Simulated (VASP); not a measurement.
# Pb (Fm-3m) in VASP: notebook

Runs on Pb. Level: PBEsol. Tasks: single point.

Program: VASP 6.6.1. These are calculated values, not measurements. Logs are shortened: lines on timing, memory, paths and dates and some standing lists are left out, and cuts for length are marked.

## (1) The cell of the first run

The structure is cubic, space group Fm-3m (No. 225). The conventional cell has a = 4.934 Å, b = 4.934 Å, c = 4.934 Å, α = 90.00°, β = 90.00°, γ = 90.00°. Within 4.6 Å of Pb (site symmetry m-3m) lie 12 Pb at 3.49 Å.

## (2) Single point, PBEsol

INCAR reads:

```
PREC = Accurate
ENCUT = 520
EDIFF = 1E-6
ISMEAR = 0
SIGMA = 0.05
LREAL = False
LASPH = True
NELM = 80
ALGO = Normal
ISIF = 2
LWAVE = False
LCHARG = True
GGA = PS
LELF = True
LVHAR = True
NBANDS = 13
```

KPOINTS reads:

```
regular mesh
0
Gamma
  14 14 14
```

POSCAR reads:

```
Pb
1.0
    0.0000000000      2.4669816115      2.4669816115
    2.4669816115      0.0000000000      2.4669816115
    2.4669816115      2.4669816115      0.0000000000
Pb
1
Direct
    0.0000000000      0.0000000000      0.0000000000
```

Potentials or basis: VASP PAW PBE potentials, release 64 (Pb_d).

Launch:

```sh
> cat potpaw_PBE.64/Pb_d/POTCAR > POTCAR
> mpirun -np 1 vasp_std > vasp.out
```

OUTCAR:

```text
PREC = Accurate
   ENCUT = 520
   EDIFF = 1E-6
   ISMEAR = 0
   LREAL = False
   LASPH = True
   NELM = 80
   ISIF = 2
   GGA = PS

 ion  position               nearest neighbor table
   1  0.000  0.000  0.000-

  LATTYP: Found a face centered cubic cell.
 ALAT       =     4.9339632230

  Lattice vectors:

 A1 = (   0.0000000000,   2.4669816115,   2.4669816115)
 A2 = (   2.4669816115,   0.0000000000,   2.4669816115)
 A3 = (   2.4669816115,   2.4669816115,   0.0000000000)

Analysis of symmetry for initial positions (statically):
=====================================================================
 Subroutine PRICEL returns:
 Original cell was already a primitive cell.

 Routine SETGRP: Setting up the symmetry group for a
 face centered cubic supercell.

 Subroutine GETGRP returns: Found 48 space group operations
 (whereof 48 operations were pure point group operations)
 out of a pool of 48 trial point group operations.

The static configuration has the point symmetry O_h .

Analysis of symmetry for dynamics (positions and initial velocities):
=====================================================================
 Subroutine PRICEL returns:
 Original cell was already a primitive cell.

 Routine SETGRP: Setting up the symmetry group for a
 face centered cubic supercell.

 Subroutine GETGRP returns: Found 48 space group operations
 (whereof 48 operations were pure point group operations)
 out of a pool of 48 trial point group operations.

The dynamic configuration has the point symmetry O_h .

 Subroutine INISYM returns: Found 48 space group operations
 (whereof 48 operations are pure point group operations),
 and found     1 'primitive' translations

----------------------------------------------------------------------------------------

                                     Primitive cell

  volume of cell :      30.0281

  direct lattice vectors                    reciprocal lattice vectors
     0.000000000  2.466981612  2.466981612    -0.202676825  0.202676825  0.202676825
     2.466981612  0.000000000  2.466981612     0.202676825 -0.202676825  0.202676825
     2.466981612  2.466981612  0.000000000     0.202676825  0.202676825 -0.202676825

  length of vectors
     3.488838853  3.488838853  3.488838853     0.351046558  0.351046558  0.351046558

  position of ions in fractional coordinates (direct lattice)
     0.000000000  0.000000000  0.000000000

  ion indices of the primitive-cell ions
   primitive index   ion index
[... 76 lines left out ...]
   NSW    =      0    number of steps for IOM
   IBRION =     -1    ionic relax: 0-MD 1-quasi-New 2-CG
   NFREE  =      0    steps in history (QN), initial steepest desc. (CG)
   ISIF   =      2    stress and relaxation
   ISYM   =      2    0-nonsym 1-usesym 2-fastsym
   POTIM  = 0.5000    time-step for ionic-motion
   TEBEG  =    0.0;   TEEND  =   0.0 temperature during run
   PSTRESS=    0.0 pullay stress
   NELECT =      14.0000    total number of electrons
   NUPDOWN=      -1.0000    fix difference up-down
   EMIN   =  10.00;   EMAX   =-10.00  energy-range for DOS
   EFERMI =   0.00;   METHOD = LEGACY
   ISMEAR =     0;   SIGMA  =   0.05  broadening in eV -4-tet -1-fermi 0-gaus
   EFERMI_NEDOS =   21; number of points for ismear=-14 and -15
   IALGO  =     38    algorithm
   IMIX   =      4    mixing-type and parameters
     AMIX     =   0.40;   BMIX     =  1.00
     AMIX_MAG =   1.60;   BMIX_MAG =  1.00
  volume/ion in A,a.u.               =      30.03       202.64
  Fermi-wavevector in a.u.,A,eV,Ry     =   1.269429  2.398872 21.925093  1.611449
  Thomas-Fermi vector in A             =   2.402470
   LORBIT       =      0    0 simple, 1 ext, 2 COOP (PROOUT), +10 PAW based schemes
   GGA     = PS    functional components
   LHFCALC =     F    Hartree Fock is set to
   AEXX    =    0.0000 exact exchange contribution
   IVDW    =     0    specifies the selected vdW correction
   LEPSILON=     F    determine dielectric tensor
   LRPA    =     F    only Hartree local field effects (RPA)
 non-spin polarized calculation
 Gauss-broadening in eV      SIGMA  =   0.05
  energy-cutoff  :      520.00
  volume of cell :       30.03
 maximum number of plane-waves:       869
 NGX is ok and might be reduce to    28
   NGX = 13   NGY = 13   NGZ = 13

 number of electron      13.9999999 magnetization

 Free energy of the ion-electron system (eV)
  ---------------------------------------------------
  ext. energy  EPLUGINS =         0.00000000
  ---------------------------------------------------
  free energy    TOTEN  =        -4.00285256 eV

  energy without entropy =       -4.00212563  energy(sigma->0) =       -4.00248910

 E-fermi :   7.2479     XC(G=0): -10.3882

 val. band max:        7.2407332873   @ k =  -0.2857   0.2857   0.0714
 cond. band min:       7.2588713502   @ k =   0.3571   0.2143   0.0000
 fundamental gap:      0.0181380629
 Fermi energy:         7.2478539389

 k-point     1 :       0.0000    0.0000    0.0000
  band No.  band energies     occupation
      1      -9.7842      2.00000
      2      -9.7842      2.00000
      3      -9.7842      2.00000
      4      -9.6379      2.00000
      5      -9.6379      2.00000
      6      -4.6249      2.00000
      7      14.6989      0.00000
      8      14.6989      0.00000
      9      14.6989      0.00000
     10      16.9797      0.00000
     11      18.6506      0.00000
     12      19.7613      0.00000
     13      19.7613      0.00000
[... 354 lines left out ...]
  band No.  band energies     occupation
      1      -9.8273      2.00000
      2      -9.7240      2.00000
      3      -9.6946      2.00000
      4      -9.6515      2.00000
      5      -9.5660      2.00000
      6      -3.1748      2.00000
      7       8.4683      0.00000
      8      11.9728      0.00000
      9      12.2335      0.00000
     10      15.6599      0.00000
     11      17.2817      0.00000
     12      21.0626      0.00000
     13      21.6664      0.00000

 [... further k-points ...]
[... 5 lines left out ...]
  --------------------------------------------------------------------------------------
  -------------------------------------------------------------------------------------
  Total       -0.0161020     -0.0161020     -0.0161020      0.0000000      0.0000000     -0.0000000
  in kB       -0.8591371     -0.8591371     -0.8591371      0.0000000      0.0000000     -0.0000000
  external PRESSURE =      -0.8591371 kB  Pullay stress =       0.0000000 kB

 VOLUME and BASIS-vectors are now :
 -----------------------------------------------------------------------------
  energy-cutoff  :      520.00
  volume of cell :       30.03
      direct lattice vectors                 reciprocal lattice vectors
     0.000000000  2.466981612  2.466981612    -0.202676825  0.202676825  0.202676825
     2.466981612  0.000000000  2.466981612     0.202676825 -0.202676825  0.202676825
     2.466981612  2.466981612  0.000000000     0.202676825  0.202676825 -0.202676825

 POSITION                                       TOTAL-FORCE (eV/Angst)
 -----------------------------------------------------------------------------------
      0.00000      0.00000      0.00000         0.000000      0.000000     -0.000000
 -----------------------------------------------------------------------------------
    total drift:                               -0.000000     -0.000000     -0.000000

  FREE ENERGIE OF THE ION-ELECTRON SYSTEM (eV)
  ---------------------------------------------------
  free  energy   TOTEN  =        -4.0028525591 eV

  energy  without entropy=       -4.0021256349  energy(sigma->0) =       -4.00248910
```

OSZICAR:

```text
N       E                     dE             d eps       ncg     rms          rms(c)
DAV:   1     0.104651776533E+03    0.10465E+03   -0.71285E+03  2747   0.125E+03
DAV:   2     0.844065295433E+00   -0.10381E+03   -0.10006E+03  2829   0.308E+02
DAV:   3    -0.390653676011E+01   -0.47506E+01   -0.47331E+01  3328   0.715E+01
DAV:   4    -0.401503124439E+01   -0.10849E+00   -0.10847E+00  3281   0.114E+01
DAV:   5    -0.402019921355E+01   -0.51680E-02   -0.51678E-02  3770   0.235E+00    0.587E-01
DAV:   6    -0.400645761100E+01    0.13742E-01   -0.18155E-02  3416   0.239E+00    0.276E-01
DAV:   7    -0.400306723539E+01    0.33904E-02   -0.72522E-03  3564   0.140E+00    0.905E-02
DAV:   8    -0.400285505022E+01    0.21219E-03   -0.42598E-04  4113   0.346E-01    0.101E-02
DAV:   9    -0.400285268200E+01    0.23682E-05   -0.82064E-06  3545   0.537E-02    0.447E-03
DAV:  10    -0.400285255912E+01    0.12287E-06   -0.53945E-07  2222   0.971E-03
   1 F= -.40028526E+01 E0= -.40024891E+01  d E =-.726924E-03
```

stdout:

```text
POSCAR found type information on POSCAR Pb
 POSCAR found :  1 types and       1 ions
 scaLAPACK will be used
 -----------------------------------------------------------------------------
|                                                                             |
|                                                                             |
|     You enforced a specific xc type in the INCAR file but a different       |
|     I HOPE YOU KNOW WHAT YOU ARE DOING!                                     |
|                                                                             |
 -----------------------------------------------------------------------------

 LDA part: xc-table for (Slater+PW92), standard interpolation
 POSCAR, INCAR and KPOINTS ok, starting setup
 FFT: planning ... GRIDC
 FFT: planning ... GRID_SOFT
 FFT: planning ... GRID
 WAVECAR not read
 entering main loop
```

It took 17 s on 1 thread of Intel Xeon 6975P-C (Granite Rapids), shared host; peak memory 0.18 GiB.

What came out:

```yaml
Free_energy: -4.0029 eV
Pressure: -0.1 GPa
Band_gap_on_the_k_mesh: zero (band 7 reaches 14.70 eV, above the bottom of band 8 at 5.62 eV)
```

Caveat: the PAW data sets were made with another functional, which shifts forces and pressure a little; spin-orbit coupling is left out, which moves the levels of the heavy elements.

## (3) Single point, PBEsol

This run uses another cell than the first one, of 30.32 Å³/atom, 1.010 times its volume.

INCAR reads:

```
SYSTEM = Pb
PREC     = Accurate       ! precision mode
ENCUT    = 520            ! plane-wave cutoff, eV
EDIFF    = 1E-7           ! SCF threshold, eV
ISMEAR   = 0              ! smearing method
SIGMA    = 0.05           ! smearing width, eV
LREAL    = .FALSE.        ! projectors in reciprocal space
LASPH    = .TRUE.         ! aspherical terms in the spheres
NELM     = 80             ! most SCF steps
ALGO     = Normal         ! electronic algorithm
ISIF     = 2              ! what is computed and relaxed
LWAVE    = .FALSE.        ! write WAVECAR
LCHARG   = .FALSE.        ! write CHGCAR
GGA      = PS             ! functional
NBANDS   = 13             ! bands
```

KPOINTS reads:

```
regular mesh
0
G
  14 14 14
  0 0 0
```

POSCAR reads:

```
Pb
1.0
    0.0000000000      2.4750000000      2.4750000000
    2.4750000000      0.0000000000      2.4750000000
    2.4750000000      2.4750000000      0.0000000000
Pb
1
Direct
    0.0000000000      0.0000000000      0.0000000000
```

Potentials or basis: VASP PAW PBE potentials, release 64 (Pb_d).

Launch:

```sh
> cat potpaw_PBE.64/Pb_d/POTCAR > POTCAR
> mpirun -np 1 vasp_std > vasp.out
```

It took 15 s on 1 thread of Intel Xeon 6975P-C (Granite Rapids), shared host; peak memory 0.18 GiB.

Results (log left out):

| Quantity | Value |
| --- | --- |
| Free energy | -4.0025 eV |
| Pressure | -0.5 GPa |
| Band gap on the k mesh | zero (band 7 reaches 14.51 eV, above the bottom of band 8 at 5.53 eV) |

Levels at points of the mesh, in eV from the Fermi level:
| k point | band 4 | band 5 | band 6 | band 7 | band 8 | band 9 | band 10 | band 11 |
| --- | --- | --- | --- | --- | --- | --- | --- | --- |
| (0.00, 0.00, 0.00) | -16.88 | -16.88 | -11.80 | 7.38 | 7.38 | 7.38 | 9.73 | 11.28 |
| (0.50, 0.00, 0.00) | -16.74 | -16.74 | -8.17 | -4.26 | 5.54 | 5.54 | 9.19 | 9.43 |
| (0.50, 0.50, 0.00) | -16.71 | -16.71 | -6.76 | -3.32 | 2.00 | 2.00 | 5.33 | 6.61 |

Caveat: the PAW data sets were made with another functional, which shifts forces and pressure a little; spin-orbit coupling is left out, which moves the levels of the heavy elements.

## (4) Single point, PBEsol

This run uses another cell than the first one, of 30.23 Å³/atom, 1.007 times its volume.

INCAR reads:

```
SYSTEM = Pb
ALGO = Normal
EDIFF = 1E-7
ENCUT = 520
GGA = PS
ISIF = 2
ISMEAR = 0
LASPH = .TRUE.
LCHARG = .FALSE.
LREAL = .FALSE.
LWAVE = .FALSE.
NBANDS = 13
NELM = 80
PREC = Accurate
SIGMA = 0.05
```

KPOINTS reads:

```
k-points
0
G
  14 14 14
  0 0 0
```

POSCAR reads:

```
Pb
1.0
    0.0000000000      2.4725255567      2.4725255567
    2.4725255567      0.0000000000      2.4725255567
    2.4725255567      2.4725255567      0.0000000000
Pb
1
Direct
    0.0000000000      0.0000000000      0.0000000000
```

Potentials or basis: VASP PAW PBE potentials, release 64 (Pb_d).

Launch:

```sh
> cat potpaw_PBE.64/Pb_d/POTCAR > POTCAR
> mpirun -np 1 vasp_std > vasp.out
```

OUTCAR:

```text
SYSTEM = Pb
   EDIFF = 1E-7
   ENCUT = 520
   GGA = PS
   ISIF = 2
   ISMEAR = 0
   LASPH = .TRUE.
   LREAL = .FALSE.
   NELM = 80
   PREC = Accurate

 ion  position               nearest neighbor table
   1  0.000  0.000  0.000-

  LATTYP: Found a face centered cubic cell.
 ALAT       =     4.9450511134

  Lattice vectors:

 A1 = (   0.0000000000,   2.4725255567,   2.4725255567)
 A2 = (   2.4725255567,   0.0000000000,   2.4725255567)
 A3 = (   2.4725255567,   2.4725255567,   0.0000000000)

Analysis of symmetry for initial positions (statically):
=====================================================================
 Subroutine PRICEL returns:
 Original cell was already a primitive cell.

 Routine SETGRP: Setting up the symmetry group for a
 face centered cubic supercell.

 Subroutine GETGRP returns: Found 48 space group operations
 (whereof 48 operations were pure point group operations)
 out of a pool of 48 trial point group operations.

The static configuration has the point symmetry O_h .

Analysis of symmetry for dynamics (positions and initial velocities):
[... 160 lines left out ...]
 val. band max:        7.1662086905   @ k =  -0.2857   0.2857   0.0714
 cond. band min:       7.1728342458   @ k =   0.3571   0.2143   0.0000
 fundamental gap:      0.0066255554
 Fermi energy:         7.1692936271

 k-point     1 :       0.0000    0.0000    0.0000
  band No.  band energies     occupation
      1      -9.8549      2.00000
      2      -9.8549      2.00000
      3      -9.8549      2.00000
      4      -9.7116      2.00000
      5      -9.7116      2.00000
      6      -4.6544      2.00000
      7      14.5699      0.00000
      8      14.5699      0.00000
      9      14.5699      0.00000
     10      16.8998      0.00000
     11      18.4886      0.00000
     12      19.6354      0.00000
     13      19.6354      0.00000
[... 354 lines left out ...]
  band No.  band energies     occupation
      1      -9.8969      2.00000
      2      -9.7957      2.00000
      3      -9.7670      2.00000
      4      -9.7245      2.00000
      5      -9.6410      2.00000
      6      -3.2154      2.00000
      7       8.3760      0.00000
      8      11.8680      0.00000
      9      12.1200      0.00000
     10      15.5665      0.00000
     11      17.1749      0.00000
     12      20.9167      0.00000
     13      21.5687      0.00000

 [... further k-points ...]
[... 5 lines left out ...]
  --------------------------------------------------------------------------------------
  -------------------------------------------------------------------------------------
  Total       -0.0733664     -0.0733664     -0.0733664     -0.0000000      0.0000000      0.0000000
  in kB       -3.8882619     -3.8882619     -3.8882619     -0.0000000      0.0000000      0.0000000
  external PRESSURE =      -3.8882619 kB  Pullay stress =       0.0000000 kB

 VOLUME and BASIS-vectors are now :
 -----------------------------------------------------------------------------
  energy-cutoff  :      520.00
  volume of cell :       30.23
      direct lattice vectors                 reciprocal lattice vectors
     0.000000000  2.472525557  2.472525557    -0.202222379  0.202222379  0.202222379
     2.472525557  0.000000000  2.472525557     0.202222379 -0.202222379  0.202222379
     2.472525557  2.472525557  0.000000000     0.202222379  0.202222379 -0.202222379

 POSITION                                       TOTAL-FORCE (eV/Angst)
 -----------------------------------------------------------------------------------
      0.00000      0.00000      0.00000        -0.000000      0.000000     -0.000000
 -----------------------------------------------------------------------------------
    total drift:                               -0.000000     -0.000000     -0.000000

  FREE ENERGIE OF THE ION-ELECTRON SYSTEM (eV)
  ---------------------------------------------------
  free  energy   TOTEN  =        -4.0026654984 eV

  energy  without entropy=       -4.0019088007  energy(sigma->0) =       -4.00228715
```

Run time: 16 s. Hardware: 1 thread of Intel Xeon 6975P-C (Granite Rapids), shared host; peak memory 0.18 GiB.

Results:

- Free energy: -4.0027 eV
- Pressure: -0.4 GPa
- Band gap on the k mesh: zero (band 7 reaches 14.57 eV, above the bottom of band 8 at 5.56 eV)

Caveat: the PAW data sets were made with another functional, which shifts forces and pressure a little; spin-orbit coupling is left out, which moves the levels of the heavy elements.

## (5) Summary

```csv
cell,gap on the mesh (eV),pressure (GPa)
"a = 3.489 Å, angles 60.0°, 1 atom",none,-0.1
"a = 3.500 Å, angles 60.0°, 1 atom",none,-0.5
"a = 3.497 Å, angles 60.0°, 1 atom",none,-0.4
```

Alike in all rows: task single point; level PBEsol; potentials or basis VASP PAW PBE potentials, release 64 (Pb_d); no spin polarisation; k mesh 14 × 14 × 14; cutoff (eV) 520; smearing gaussian 0.05 eV.

Caveats: the PAW data sets were made with another functional, which shifts forces and pressure a little; spin-orbit coupling is left out, which moves the levels of the heavy elements.

Absolute energies hang on the potentials; compare differences alone.
